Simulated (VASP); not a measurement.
# Be3Cd2S (P6/mmm) in VASP: further runs

The runs below take Be3Cd2S through single point, relaxation of cell and atoms, with PBE.

Everything below comes from runs of VASP 6.6.1. Logs are shortened: lines on timing, memory, paths and dates and some standing lists are left out, and cuts for length are marked.

## Step 1: The cell of the first run

It takes space group P6/mmm (No. 191, hexagonal). The conventional cell has a = 5.485 Å, b = 5.485 Å, c = 3.306 Å, α = 90.00°, β = 90.00°, γ = 120.00°. Within 3.0 Å of Be (site symmetry mmm) lie 4 Cd at 2.29 Å and 4 Be at 2.74 Å. Within 3.0 Å of Cd (site symmetry -6m2) lie 6 Be at 2.29 Å. S (site symmetry 6/mmm) has 6 Cd at 3.17 Å and 12 Be at 3.20 Å and 2 S at 3.31 Å within 4.2 Å.

The cell was built from a structure type or drawn by symmetry, and may not be a known phase.

## Step 2: Single point, PBE

Input file INCAR:

```
SYSTEM = Be3Cd2S
PREC     = Accurate       ! precision mode
ENCUT    = 520            ! plane-wave cutoff, eV
EDIFF    = 1E-6           ! SCF threshold, eV
ISMEAR   = 0              ! smearing method
SIGMA    = 0.1            ! smearing width, eV
LREAL    = .False.        ! projectors in reciprocal space
LASPH    = .True.         ! aspherical terms in the spheres
NELM     = 100            ! most SCF steps
ALGO     = Normal         ! electronic algorithm
ISIF     = 2              ! what is computed and relaxed
LWAVE    = .False.        ! write WAVECAR
LCHARG   = .False.        ! write CHGCAR
GGA      = PE             ! functional
NBANDS   = 27             ! bands
```

Input file KPOINTS:

```
regular mesh
0
Gamma
  6 6 6
  0 0 0
```

Input file POSCAR:

```
Be3Cd2S
1.0
    5.4852459500      0.0000000000      0.0000000000
   -2.7426229700      4.7503623400      0.0000000000
    0.0000000000      0.0000000000      3.3063177800
Be Cd S
3 2 1
Direct
    0.5000000000      0.0000000000      0.5000000000
    0.0000000000      0.5000000000      0.5000000000
    0.5000000000      0.5000000000      0.5000000000
    0.3333333300      0.6666666700      0.0000000000
    0.6666666700      0.3333333300      0.0000000000
    0.0000000000      0.0000000000      0.0000000000
```

Potentials or basis: VASP PAW PBE potentials, release 64 (Be, Cd, S).

The run is started by

```console
cat potpaw_PBE.64/Be/POTCAR potpaw_PBE.64/Cd/POTCAR potpaw_PBE.64/S/POTCAR > POTCAR
mpirun -np 1 vasp_std > vasp.out
```

OUTCAR:

```text
SYSTEM = Be3Cd2S
   PREC = Accurate
   ENCUT = 520
   EDIFF = 1E-6
   ISMEAR = 0
   LREAL = .False.
   LASPH = .True.
   NELM = 100
   ISIF = 2
   GGA = PE

 ion  position               nearest neighbor table
   1  0.500  0.000  0.500-   4 2.29   5 2.29   4 2.29   5 2.29
   2  0.000  0.500  0.500-   4 2.29   5 2.29   4 2.29   5 2.29
   3  0.500  0.500  0.500-   4 2.29   5 2.29   4 2.29   5 2.29
   4  0.333  0.667  0.000-   1 2.29   1 2.29   2 2.29   2 2.29   3 2.29   3 2.29   6 3.17   5 3.17
                             5 3.17   6 3.17   6 3.17   5 3.17
   5  0.667  0.333  0.000-   1 2.29   1 2.29   2 2.29   2 2.29   3 2.29   3 2.29   6 3.17   4 3.17
                             4 3.17   6 3.17   6 3.17   4 3.17
   6  0.000  0.000  0.000-   4 3.17   5 3.17   4 3.17   5 3.17   5 3.17   4 3.17

  LATTYP: Found a hexagonal cell.
 ALAT       =     5.4852459500
 C/A-ratio  =     0.6027656390

  Lattice vectors:

 A1 = (   5.4852459500,   0.0000000000,   0.0000000000)
 A2 = (  -2.7426229700,   4.7503623400,   0.0000000000)
 A3 = (   0.0000000000,   0.0000000000,   3.3063177800)

Analysis of symmetry for initial positions (statically):
=====================================================================
 Subroutine PRICEL returns:
 Original cell was already a primitive cell.

 Routine SETGRP: Setting up the symmetry group for a
 hexagonal supercell.

 Subroutine GETGRP returns: Found 24 space group operations
 (whereof 24 operations were pure point group operations)
 out of a pool of 24 trial point group operations.

The static configuration has the point symmetry D_6h.

Analysis of symmetry for dynamics (positions and initial velocities):
=====================================================================
 Subroutine PRICEL returns:
 Original cell was already a primitive cell.

 Routine SETGRP: Setting up the symmetry group for a
 hexagonal supercell.

 Subroutine GETGRP returns: Found 24 space group operations
 (whereof 24 operations were pure point group operations)
 out of a pool of 24 trial point group operations.

The dynamic configuration has the point symmetry D_6h.

 Subroutine INISYM returns: Found 24 space group operations
 (whereof 24 operations are pure point group operations),
 and found     1 'primitive' translations

----------------------------------------------------------------------------------------

                                     Primitive cell

  volume of cell :      86.1524

  direct lattice vectors                    reciprocal lattice vectors
     5.485245950  0.000000000  0.000000000     0.182307231  0.105255129  0.000000000
    -2.742622970  4.750362340  0.000000000     0.000000000  0.210510258  0.000000000
     0.000000000  0.000000000  3.306317780     0.000000000  0.000000000  0.302451266

  length of vectors
     5.485245950  5.485245949  3.306317780     0.210510258  0.210510258  0.302451266

  position of ions in fractional coordinates (direct lattice)
     0.500000000  0.000000000  0.500000000
     0.000000000  0.500000000  0.500000000
     0.500000000  0.500000000  0.500000000
     0.333333330  0.666666670  0.000000000
     0.666666670  0.333333330  0.000000000
     0.000000000  0.000000000  0.000000000

  ion indices of the primitive-cell ions
   primitive index   ion index
                 1           1
                 2           2
                 3           3
                 4           4
                 5           5
                 6           6

----------------------------------------------------------------------------------------

 KPOINTS: regular mesh

Automatic generation of k-mesh.
 Grid dimensions read from file:
 generate k-points for:    6    6    6

 Generating k-lattice:

  Cartesian coordinates                     Fractional coordinates (reciprocal lattice)
     0.030384538  0.017542521  0.000000000     0.166666667  0.000000000  0.000000000
     0.000000000  0.035085043  0.000000000     0.000000000  0.166666667  0.000000000
     0.000000000  0.000000000  0.050408544     0.000000000  0.000000000  0.166666667

  Length of vectors
     0.035085043  0.035085043  0.050408544

  Shift w.r.t. Gamma in fractional coordinates (k-lattice)
     0.000000000  0.000000000  0.000000000

 Subroutine IBZKPT returns following result:
 ===========================================

 Found     28 irreducible k-points:

 Following reciprocal coordinates:
            Coordinates               Weight
  0.000000  0.000000  0.000000      1.000000
  0.166667 -0.000000  0.000000      6.000000
  0.333333  0.000000  0.000000      6.000000
  0.500000 -0.000000  0.000000      3.000000
  0.166667  0.166667  0.000000      6.000000
  0.333333  0.166667  0.000000     12.000000
[... 16 lines left out ...]
  0.166667 -0.000000  0.500000      6.000000
  0.333333  0.000000  0.500000      6.000000
 [... further k-points ...]
   k-points           NKPTS =     28   k-points in BZ     NKDIM =     28   number of bands    NBANDS=     27
   number of dos      NEDOS =    301   number of ions     NIONS =      6
   total plane-waves  NPLWV =  49392
   dimension x,y,z NGX =    42 NGY =   42 NGZ =   28
   dimension x,y,z NGXF=    84 NGYF=   84 NGZF=   56
   ions per type =               3   2   1
   NGX,Y,Z   is equivalent  to a cutoff of  12.73, 12.73, 14.08 a.u.
   NGXF,Y,Z  is equivalent  to a cutoff of  25.46, 25.46, 28.16 a.u.
 SYSTEM =  Be3Cd2S
   PREC   = accura    normal or accurate (medium, high low for compatibility)
   ISTART =      0    job   : 0-new  1-cont  2-samecut
   ICHARG =      2    charge: 1-file 2-atom 10-const
   ISPIN  =      1    spin polarized calculation?
   LNONCOLLINEAR =      F non collinear calculations
   LSORBIT =      F    spin-orbit coupling
   LASPH  =      T    aspherical Exc in radial PAW
   ENCUT  =  520.0 eV  38.22 Ry    6.18 a.u.  10.20 10.20  6.15*2*pi/ulx,y,z
   NELM   =    100;   NELMIN=  2; NELMDL= -5     # of ELM steps
   EDIFF  = 0.1E-05   stopping-criterion for ELM
   LREAL  =      F    real-space projection
   EDIFFG = 0.1E-04   stopping-criterion for IOM
   NSW    =      0    number of steps for IOM
   IBRION =     -1    ionic relax: 0-MD 1-quasi-New 2-CG
   NFREE  =      0    steps in history (QN), initial steepest desc. (CG)
   ISIF   =      2    stress and relaxation
   ISYM   =      2    0-nonsym 1-usesym 2-fastsym
   POTIM  = 0.5000    time-step for ionic-motion
   TEBEG  =    0.0;   TEEND  =   0.0 temperature during run
   PSTRESS=    0.0 pullay stress
   NELECT =      36.0000    total number of electrons
   NUPDOWN=      -1.0000    fix difference up-down
   EMIN   =  10.00;   EMAX   =-10.00  energy-range for DOS
   EFERMI =   0.00;   METHOD = LEGACY
   ISMEAR =     0;   SIGMA  =   0.10  broadening in eV -4-tet -1-fermi 0-gaus
   EFERMI_NEDOS =   21; number of points for ismear=-14 and -15
   IALGO  =     38    algorithm
   IMIX   =      4    mixing-type and parameters
     AMIX     =   0.40;   BMIX     =  1.00
     AMIX_MAG =   1.60;   BMIX_MAG =  1.00
  volume/ion in A,a.u.               =      14.36        96.90
  Fermi-wavevector in a.u.,A,eV,Ry     =   1.223920  2.312874 20.381272  1.497981
  Thomas-Fermi vector in A             =   2.359014
   LORBIT       =      0    0 simple, 1 ext, 2 COOP (PROOUT), +10 PAW based schemes
   GGA     = PE    functional components
   LHFCALC =     F    Hartree Fock is set to
   AEXX    =    0.0000 exact exchange contribution
   IVDW    =     0    specifies the selected vdW correction
   LEPSILON=     F    determine dielectric tensor
   LRPA    =     F    only Hartree local field effects (RPA)
 non-spin polarized calculation
 Gauss-broadening in eV      SIGMA  =   0.10
  energy-cutoff  :      520.00
  volume of cell :       86.15
 maximum number of plane-waves:      2340
 NGX is ok and might be reduce to    42
   NGX = 21   NGY = 21   NGZ = 13

 number of electron      36.0000000 magnetization

 Free energy of the ion-electron system (eV)
  ---------------------------------------------------
  ext. energy  EPLUGINS =         0.00000000
  ---------------------------------------------------
  free energy    TOTEN  =       -10.64792919 eV

  energy without entropy =      -10.64253118  energy(sigma->0) =      -10.64523018

 E-fermi :   4.8418     XC(G=0): -10.7102

 val. band max:        4.7522572725   @ k =   0.3333   0.3333   0.0000
 cond. band min:       4.9038417626   @ k =   0.3333   0.0000   0.3333
 fundamental gap:      0.1515844901
 Fermi energy:         4.8417921738

 k-point     1 :       0.0000    0.0000    0.0000
  band No.  band energies     occupation
      1      -8.1326      2.00000
      2      -5.9300      2.00000
      3      -5.9123      2.00000
      4      -5.3558      2.00000
      5      -5.3558      2.00000
      6      -5.1253      2.00000
[... 19 lines left out ...]
     26      12.4583      0.00000
     27      12.4583      0.00000

 k-point     2 :       0.1667   -0.0000    0.0000
  band No.  band energies     occupation
      1      -8.0729      2.00000
      2      -5.9339      2.00000
      3      -5.9144      2.00000
      4      -5.3619      2.00000
      5      -5.3375      2.00000
      6      -5.2052      2.00000
[... 19 lines left out ...]
     26      11.9066      0.00000
     27      12.1749      0.00000

 k-point     3 :       0.3333    0.0000    0.0000
  band No.  band energies     occupation
      1      -7.9505      2.00000
      2      -5.9439      2.00000
      3      -5.9194      2.00000
      4      -5.3738      2.00000
      5      -5.2920      2.00000
      6      -5.2802      2.00000
[... 19 lines left out ...]
     26      11.7324      0.00000
     27      11.8229      0.00000

 k-point     4 :       0.5000   -0.0000    0.0000
  band No.  band energies     occupation
      1      -7.8883      2.00000
      2      -5.9489      2.00000
      3      -5.9224      2.00000
      4      -5.3795      2.00000
      5      -5.3070      2.00000
      6      -5.2597      2.00000
[... 19 lines left out ...]
     26      11.6786      0.00000
     27      12.0833      0.00000

 k-point     5 :       0.1667    0.1667    0.0000
  band No.  band energies     occupation
      1      -7.9825      2.00000
      2      -5.9406      2.00000
      3      -5.9187      2.00000
      4      -5.3735      2.00000
      5      -5.3012      2.00000
      6      -5.2985      2.00000
[... 19 lines left out ...]
     26      11.3846      0.00000
     27      11.7667      0.00000

 k-point     6 :       0.3333    0.1667    0.0000
  band No.  band energies     occupation
      1      -7.8932      2.00000
      2      -5.9451      2.00000
      3      -5.9253      2.00000
      4      -5.3857      2.00000
      5      -5.2985      2.00000
      6      -5.2448      2.00000
[... 444 lines left out ...]
      1      -7.3156      2.00000
      2      -5.7477      2.00000
      3      -5.5137      2.00000
      4      -5.5137      2.00000
      5      -5.2449      2.00000
      6      -5.2340      2.00000
[... 19 lines left out ...]
     26      10.6469      0.00000
     27      11.0668      0.00000

 k-point    22 :       0.0000    0.0000    0.5000
  band No.  band energies     occupation
      1      -7.2691      2.00000
      2      -5.7330      2.00000
      3      -5.7330      2.00000
      4      -5.4433      2.00000
      5      -5.4433      2.00000
      6      -5.1238      2.00000
[... 19 lines left out ...]
     26      13.1787      0.00000
     27      13.2231      0.00000

 k-point    23 :       0.1667   -0.0000    0.5000
  band No.  band energies     occupation
      1      -7.2211      2.00000
      2      -5.7566      2.00000
      3      -5.7358      2.00000
      4      -5.4602      2.00000
      5      -5.4201      2.00000
      6      -5.1789      2.00000
[... 19 lines left out ...]
     26      12.1470      0.00000
     27      12.3383      0.00000

 k-point    24 :       0.3333    0.0000    0.5000
  band No.  band energies     occupation
      1      -7.1291      2.00000
      2      -5.7958      2.00000
      3      -5.7492      2.00000
      4      -5.4828      2.00000
      5      -5.3814      2.00000
      6      -5.2510      2.00000
[... 19 lines left out ...]
     26      10.8435      0.00000
     27      11.1803      0.00000

 [... further k-points ...]

------------------------ aborting loop because EDIFF is reached ----------------------------------------

  FORCE on cell =-STRESS in cart. coord.  units (eV):
  Direction    XX          YY          ZZ          XY          YZ          ZX
  --------------------------------------------------------------------------------------
  -------------------------------------------------------------------------------------
  Total        5.0127959      5.0127959     17.5811532      0.0000000      0.0000000      0.0000000
  in kB       93.2230195     93.2230196    326.9568988      0.0000001      0.0000000      0.0000000
  external PRESSURE =     171.1343126 kB  Pullay stress =       0.0000000 kB

 VOLUME and BASIS-vectors are now :
 -----------------------------------------------------------------------------
  energy-cutoff  :      520.00
  volume of cell :       86.15
      direct lattice vectors                 reciprocal lattice vectors
     5.485245950  0.000000000  0.000000000     0.182307231  0.105255129  0.000000000
    -2.742622970  4.750362340  0.000000000     0.000000000  0.210510258  0.000000000
     0.000000000  0.000000000  3.306317780     0.000000000  0.000000000  0.302451266

 POSITION                                       TOTAL-FORCE (eV/Angst)
 -----------------------------------------------------------------------------------
      2.74262      0.00000      1.65316        -0.000000      0.000000      0.000000
     -1.37131      2.37518      1.65316        -0.000000      0.000000      0.000000
      1.37131      2.37518      1.65316        -0.000000      0.000000      0.000000
     -0.00000      3.16691      0.00000        -0.000000      0.000000      0.000000
      2.74262      1.58345      0.00000         0.000000      0.000000     -0.000000
      0.00000      0.00000      0.00000        -0.000000      0.000000      0.000000
 -----------------------------------------------------------------------------------
    total drift:                                0.000000     -0.000000     -0.000000

  FREE ENERGIE OF THE ION-ELECTRON SYSTEM (eV)
  ---------------------------------------------------
  free  energy   TOTEN  =       -10.6479291867 eV

  energy  without entropy=      -10.6425311775  energy(sigma->0) =      -10.64523018
```

It used 130 s of CPU time on 1 thread of Intel(R) Xeon(R) Platinum 8259CL CPU @ 2.50GHz (Skylake/Cascade Lake), on a shared host.

What came out:

| Quantity | Value |
| --- | --- |
| Free energy | -10.6479 eV |
| Pressure | 17.1 GPa |
| Band gap on the k mesh | zero (bands 18 and 19 overlap by 2.42 eV) |

Caveat: the cell stands under pressure.

## Step 3: Single point, PBE

This run uses another cell than the first one, of 16.21 Å³/atom.

Input file INCAR:

```
SYSTEM = Be3Cd2S
  ALGO = Normal
  EDIFF = 1E-7
  ENCUT = 520
  GGA = PE
  ISIF = 2
  ISMEAR = 0
  LASPH = .True.
  LCHARG = .False.
  LREAL = .False.
  LWAVE = .False.
  NBANDS = 27
  NELM = 60
  PREC = Accurate
  SIGMA = 0.1
```

Input file KPOINTS:

```
k-points
0
Gamma
  6 6 6
  0 0 0
```

Input file POSCAR:

```
Be3Cd2S
1.0
    5.1422872624     -0.0000000027      0.0000000000
   -2.5711436289      4.4533514042      0.0000000000
    0.0000000000      0.0000000000      4.2476779720
Be Cd S
3 2 1
Direct
    0.5000000000      0.0000000000      0.5000000000
    0.0000000000      0.5000000000      0.5000000000
    0.5000000000      0.5000000000      0.5000000000
    0.3333333333      0.6666666667      0.0000000000
    0.6666666667      0.3333333333      0.0000000000
    0.0000000000      0.0000000000      0.0000000000
```

Potentials or basis: VASP PAW PBE potentials, release 64 (Be, Cd, S).

The run is started by

```console
cat potpaw_PBE.64/Be/POTCAR potpaw_PBE.64/Cd/POTCAR potpaw_PBE.64/S/POTCAR > POTCAR
mpirun -np 1 vasp_std > vasp.out
```

Run time: 3.1 min. Hardware: 1 thread of Intel Xeon Platinum 8259CL at 2.50GHz (Skylake/Cascade Lake), shared host; peak memory 0.25 GiB.

Results (log left out):

- Free energy: -12.6200 eV
- Pressure: 0.3 GPa
- Band gap on the k mesh: zero (bands 18 and 19 overlap by 1.10 eV)

Levels at points of the mesh, in eV from the Fermi level:
```tsv
k point	band 14	band 15	band 16	band 17	band 18	band 19	band 20	band 21	band 22	band 23
(0.00, 0.00, 0.00)	-3.27	-3.27	-3.03	-1.39	-1.39	0.18	1.25	1.64	1.64	4.75
(0.50, 0.00, 0.00)	-4.72	-2.10	-1.15	-0.96	-0.71	0.71	1.41	2.50	2.83	3.56
(0.00, 0.00, 0.50)	-3.12	-2.65	-2.65	-1.70	-0.34	-0.34	0.19	0.19	1.50	1.90
(0.50, 0.00, 0.50)	-4.90	-4.02	-3.31	-3.14	-0.24	0.25	1.77	2.14	4.12	4.35
```

[end of part 1 of 2]
